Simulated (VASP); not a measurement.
# Ti (P6_3/mmc) in VASP: single point with LDA

Aim: the single point of Ti with LDA.

All numbers are computed with VASP 6.6.1; they aren't measurements. Logs are shortened: lines on timing, memory, paths and dates and some standing lists are left out, and cuts for length are marked.

**1. The cell of the first run**

Symmetry: P6_3/mmc, No. 194, hexagonal system. The conventional cell has a = 2.864 Å, b = 2.864 Å, c = 4.533 Å, α = 90.00°, β = 90.00°, γ = 120.00°. Within 3.7 Å of Ti (site symmetry -6m2) lie 12 Ti at 2.81 to 2.86 Å.

**2. Single point, LDA**

Input file INCAR:

```
SYSTEM = Ti
  PREC = Accurate
  ENCUT = 520
  EDIFF = 1E-7
  ISMEAR = 0
  SIGMA = 0.1
  LREAL = .FALSE.
  LASPH = .TRUE.
  NELM = 100
  ALGO = Fast
  ISIF = 2
  LWAVE = .FALSE.
  LCHARG = .FALSE.
  GGA = CA
  NBANDS = 19
```

Input file KPOINTS:

```
regular mesh
0
G
  33 33 18
  0 0 0
```

Input file POSCAR:

```
Ti
1.0
    2.8641495460      0.0000000000      0.0000000000
   -1.4320747730      2.4804262671      0.0000000000
    0.0000000000      0.0000000000      4.5332661480
Ti
2
Direct
    0.3333333333      0.6666666667      0.2500000000
    0.6666666667      0.3333333333      0.7500000000
```

Potentials or basis: VASP PAW LDA potentials, release 64 (Ti_sv).

On the command line:

```bash
cat potpaw_LDA.64/Ti_sv/POTCAR > POTCAR
mpirun -np 1 vasp_std > vasp.out
```

OUTCAR:

```text
SYSTEM = Ti
   PREC = Accurate
   ENCUT = 520
   EDIFF = 1E-7
   ISMEAR = 0
   LREAL = .FALSE.
   LASPH = .TRUE.
   NELM = 100
   ISIF = 2
   GGA = CA

 ion  position               nearest neighbor table
   1  0.333  0.667  0.250-   2 2.81   2 2.81   2 2.81   2 2.81   2 2.81   2 2.81
   2  0.667  0.333  0.750-   1 2.81   1 2.81   1 2.81   1 2.81   1 2.81   1 2.81

  LATTYP: Found a hexagonal cell.
 ALAT       =     2.8641495460
 C/A-ratio  =     1.5827616803

  Lattice vectors:

 A1 = (   2.8641495460,   0.0000000000,   0.0000000000)
 A2 = (  -1.4320747730,   2.4804262671,   0.0000000000)
 A3 = (   0.0000000000,   0.0000000000,   4.5332661480)

Analysis of symmetry for initial positions (statically):
=====================================================================
 Subroutine PRICEL returns:
 Original cell was already a primitive cell.

 Routine SETGRP: Setting up the symmetry group for a
 hexagonal supercell.

 Subroutine GETGRP returns: Found 24 space group operations
 (whereof 12 operations were pure point group operations)
 out of a pool of 24 trial point group operations.

The static configuration has the point symmetry D_3d.
 The point group associated with its full space group is D_6h.

Analysis of symmetry for dynamics (positions and initial velocities):
=====================================================================
 Subroutine PRICEL returns:
 Original cell was already a primitive cell.

 Routine SETGRP: Setting up the symmetry group for a
 hexagonal supercell.

 Subroutine GETGRP returns: Found 24 space group operations
 (whereof 12 operations were pure point group operations)
 out of a pool of 24 trial point group operations.

The dynamic configuration has the point symmetry D_3d.
 The point group associated with its full space group is D_6h.

 Subroutine INISYM returns: Found 24 space group operations
 (whereof 12 operations are pure point group operations),
 and found     1 'primitive' translations

----------------------------------------------------------------------------------------

                                     Primitive cell

  volume of cell :      32.2057

  direct lattice vectors                    reciprocal lattice vectors
     2.864149546  0.000000000  0.000000000     0.349143780  0.201578256  0.000000000
    -1.432074773  2.480426267  0.000000000     0.000000000  0.403156511  0.000000000
     0.000000000  0.000000000  4.533266148     0.000000000  0.000000000  0.220591505

[... 82 lines left out ...]
   NELM   =    100;   NELMIN=  2; NELMDL= -5     # of ELM steps
   EDIFF  = 0.1E-06   stopping-criterion for ELM
   LREAL  =      F    real-space projection
   EDIFFG = 0.1E-05   stopping-criterion for IOM
   NSW    =      0    number of steps for IOM
   IBRION =     -1    ionic relax: 0-MD 1-quasi-New 2-CG
   NFREE  =      0    steps in history (QN), initial steepest desc. (CG)
   ISIF   =      2    stress and relaxation
   ISYM   =      2    0-nonsym 1-usesym 2-fastsym
   POTIM  = 0.5000    time-step for ionic-motion
   TEBEG  =    0.0;   TEEND  =   0.0 temperature during run
   PSTRESS=    0.0 pullay stress
   NELECT =      24.0000    total number of electrons
   NUPDOWN=      -1.0000    fix difference up-down
   EMIN   =  10.00;   EMAX   =-10.00  energy-range for DOS
   EFERMI =   0.00;   METHOD = LEGACY
   ISMEAR =     0;   SIGMA  =   0.10  broadening in eV -4-tet -1-fermi 0-gaus
   EFERMI_NEDOS =   21; number of points for ismear=-14 and -15
   IALGO  =     68    algorithm
   IMIX   =      4    mixing-type and parameters
     AMIX     =   0.40;   BMIX     =  1.00
     AMIX_MAG =   1.60;   BMIX_MAG =  1.00
  volume/ion in A,a.u.               =      16.10       108.67
  Fermi-wavevector in a.u.,A,eV,Ry     =   1.484229  2.804786 29.972749  2.202935
  Thomas-Fermi vector in A             =   2.597792
   LORBIT       =      0    0 simple, 1 ext, 2 COOP (PROOUT), +10 PAW based schemes
   GGA     = CA    functional components
   LHFCALC =     F    Hartree Fock is set to
   AEXX    =    0.0000 exact exchange contribution
   IVDW    =     0    specifies the selected vdW correction
   LEPSILON=     F    determine dielectric tensor
   LRPA    =     F    only Hartree local field effects (RPA)
 non-spin polarized calculation
 RMM-DIIS sequential band-by-band and
 Gauss-broadening in eV      SIGMA  =   0.10
  energy-cutoff  :      520.00
  volume of cell :       32.21
 maximum number of plane-waves:       890
 NGX is ok and might be reduce to    24
   NGX = 11   NGY = 11   NGZ = 17

 number of electron      24.0000003 magnetization

 Free energy of the ion-electron system (eV)
  ---------------------------------------------------
  ext. energy  EPLUGINS =         0.00000000
  ---------------------------------------------------
  free energy    TOTEN  =       -17.10194652 eV

  energy without entropy =      -17.09219287  energy(sigma->0) =      -17.09706970

 E-fermi :   8.9243     XC(G=0): -12.1515

 val. band max:        8.9217368080   @ k =   0.3939   0.1515   0.3889
 cond. band min:       8.9243769128   @ k =   0.3333   0.3333   0.2778
 fundamental gap:      0.0026401048
 Fermi energy:         8.9243342150

 k-point     1 :       0.0000    0.0000    0.0000
  band No.  band energies     occupation
      1     -47.1349      2.00000
      2     -46.9386      2.00000
      3     -24.2117      2.00000
      4     -23.3768      2.00000
      5     -23.3768      2.00000
      6     -23.2795      2.00000
[... 505 lines left out ...]
      6     -23.4563      2.00000
[... 11 lines left out ...]
     18      11.2201      0.00000
     19      12.6302      0.00000

 [... further k-points ...]

------------------------ aborting loop because EDIFF is reached ----------------------------------------

  FORCE on cell =-STRESS in cart. coord.  units (eV):
  Direction    XX          YY          ZZ          XY          YZ          ZX
  --------------------------------------------------------------------------------------
  -------------------------------------------------------------------------------------
  Total       -0.0299828     -0.0299828     -0.0240451      0.0000000      0.0000000      0.0000000
  in kB       -1.4915904     -1.4915904     -1.1962017      0.0000000      0.0000000      0.0000000
  external PRESSURE =      -1.3931275 kB  Pullay stress =       0.0000000 kB

 VOLUME and BASIS-vectors are now :
 -----------------------------------------------------------------------------
  energy-cutoff  :      520.00
  volume of cell :       32.21
      direct lattice vectors                 reciprocal lattice vectors
     2.864149546  0.000000000  0.000000000     0.349143780  0.201578256  0.000000000
    -1.432074773  2.480426267  0.000000000     0.000000000  0.403156511  0.000000000
     0.000000000  0.000000000  4.533266148     0.000000000  0.000000000  0.220591505

 POSITION                                       TOTAL-FORCE (eV/Angst)
 -----------------------------------------------------------------------------------
     -0.00000      1.65362      1.13332         0.000000      0.000000      0.000000
      1.43207      0.82681      3.39995         0.000000     -0.000000      0.000000
 -----------------------------------------------------------------------------------
    total drift:                               -0.000000      0.000000     -0.000000

  FREE ENERGIE OF THE ION-ELECTRON SYSTEM (eV)
  ---------------------------------------------------
  free  energy   TOTEN  =       -17.1019465181 eV

  energy  without entropy=      -17.0921928727  energy(sigma->0) =      -17.09706970
```

Wall time 23 min (1 thread of AMD EPYC 9R45 (Zen 5), shared host); peak memory 0.56 GiB.

What came out:

```yaml
Free_energy: -17.1019 eV
Pressure: -0.1 GPa
Band_gap_on_the_k_mesh: zero (band 12 reaches 9.77 eV, above the bottom of band 13 at 8.62 eV)
```
